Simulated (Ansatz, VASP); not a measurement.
# One calculation of Ge2Sb2Te5, two programs

The input INCAR:

```
PREC = Accurate
ENCUT = 520
EDIFF = 1E-7
ISMEAR = -1
SIGMA = 0.05
LREAL = F
LASPH = T
NELM = 100
ALGO = Normal
ISIF = 2
LWAVE = F
LCHARG = F
GGA = PE
NBANDS = 44
```

File KPOINTS:

```
regular mesh
0
Gamma
  5 5 2
```

The input POSCAR:

```
Ge2Sb2Te5
1.0
    4.2940644248      0.0214703221      0.0000000000
   -2.1284383680      3.7080337163      0.0000000000
    0.0000000000      0.0000000000     17.1013460000
Te Sb Ge
5 2 2
Direct
    0.6666666667      0.3333333333      0.4198920000
    0.3333333333      0.6666666667      0.5801080000
    0.3333333333      0.6666666667      0.2015420000
    0.6666666667      0.3333333333      0.7984580000
    0.0000000000      0.0000000000      0.0000000000
    0.0000000000      0.0000000000      0.3200680000
    0.0000000000      0.0000000000      0.6799320000
    0.6666666667      0.3333333333      0.1028950000
    0.3333333333      0.6666666667      0.8971050000
```

File input.yaml:

```yaml
crystal:
  lattice:
    - [4.2940644248, 0.0214703221, 0.0]
    - [-2.128438368, 3.7080337163, 0.0]
    - [0.0, 0.0, 17.101346]
  atoms:
    - { symbol: Te, position: [0.6666666667, 0.3333333333, 0.419892] }
    - { symbol: Te, position: [0.3333333333, 0.6666666667, 0.580108] }
    - { symbol: Te, position: [0.3333333333, 0.6666666667, 0.201542] }
    - { symbol: Te, position: [0.6666666667, 0.3333333333, 0.798458] }
    - { symbol: Te, position: [0.0, 0.0, 0.0] }
    - { symbol: Sb, position: [0.0, 0.0, 0.320068] }
    - { symbol: Sb, position: [0.0, 0.0, 0.679932] }
    - { symbol: Ge, position: [0.6666666667, 0.3333333333, 0.102895] }
    - { symbol: Ge, position: [0.3333333333, 0.6666666667, 0.897105] }
hamiltonian:
  xc: pbe
  pseudopotentials: { kind: paw }
kpoints:
  mp_grid: { grid: [5, 5, 2] }
scf:
  occupations: { method: fermi_dirac, width: 0.05 }
output:
  forces: true
  stress: true
  eigenvalues: true
```

Alike in both runs: task single point; functional PBE; k mesh 5 × 5 × 2; occupations fermi-dirac, width 0.05 eV; no spin polarisation.

|  | VASP | Ansatz |
| --- | --- | --- |
| version | VASP 6.6.1 | Ansatz 0.2.0 |
| potentials or method | VASP PAW PBE potentials, release 64 (Te, Sb, Ge_d) | Ansatz PAW |
| plane-wave cutoff (eV) | 520 | 420 |
| valence electrons in the cell | 68 | 138 |

|  | VASP | Ansatz | Ansatz less VASP |
| --- | --- | --- | --- |
| gap on the k mesh at the Fermi level (eV) | 0.23 | 0.23 | +0.007 |
| least direct gap on the mesh (eV) | 0.23 | 0.23 | +0.007 |
| pressure (GPa) | 0.3 | 0.3 | +0.01 |
| traceless stress, the component that is largest in VASP (GPa) | -0.36 | -0.36 | 0.000 |
| rms of the force components (eV/Å) | 0.040 | 0.043 | +0.0034 |

Atom by atom the forces differ by 0.008 eV/Å (rms over components). The functional is the same, so the differences come from potentials, cutoffs and numerics. VASP's potentials hold 68 valence electrons a cell and Ansatz's 138, so a difference there can come from the potentials and not from the codes.

Neither program's run includes spin-orbit coupling. Noted on Ansatz's run: odd divisions of the mesh miss points on the zone boundary, where band edges often lie, so the gap on the mesh can be too wide.
